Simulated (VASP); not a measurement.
A run of VASP 6.6.1 is set up as follows.

File INCAR:

```
PREC     = Accurate       # precision mode
ENCUT    = 520            # plane-wave cutoff, eV
EDIFF    = 1E-7           # SCF threshold, eV
ISMEAR   = -1             # smearing method
SIGMA    = 0.05           # smearing width, eV
LREAL    = False          # projectors in reciprocal space
LASPH    = True           # aspherical terms in the spheres
NELM     = 100            # most SCF steps
ALGO     = Normal         # electronic algorithm
ISIF     = 2              # what is computed and relaxed
LWAVE    = False          # write WAVECAR
LCHARG   = False          # write CHGCAR
GGA      = RP             # functional
NBANDS   = 15             # bands
```

Contents of KPOINTS:

```
regular mesh
0
Gamma
  6 6 3
```

POSCAR

```
AlIn
1.0
    3.0541300000      0.0000000000      0.0000000000
   -1.5270700000      2.6449600000      0.0000000000
    0.0000000000      0.0000000000      5.8280200000
Al In
1 1
Direct
    0.0000000000      0.0000000000      0.0000000000
    0.0000000000      0.0000000000      0.5000000000
```

Potentials or basis: VASP PAW PBE potentials, release 64 (Al, In_d).

The run is started by

```sh
$ cat potpaw_PBE.64/Al/POTCAR potpaw_PBE.64/In_d/POTCAR > POTCAR
$ mpirun -np 1 vasp_std > vasp.out
```

Problem. Predict the band gap on the k mesh.

Solution. Zero (band 8 reaches 7.39 eV, above the bottom of band 9 at 5.00 eV).

Problem. Predict the pressure.

Solution. 1.2 GPa.

Stress tensor (GPa, compression positive):
```
1.47 0.00 0.00
0.00 1.47 0.00
0.00 0.00 0.79
```

Caveat: the k points lie up to 0.40 Å⁻¹ apart; the PAW data sets were made with another functional, which shifts forces and pressure a little; spin-orbit coupling is left out, which moves the levels of the heavy elements.
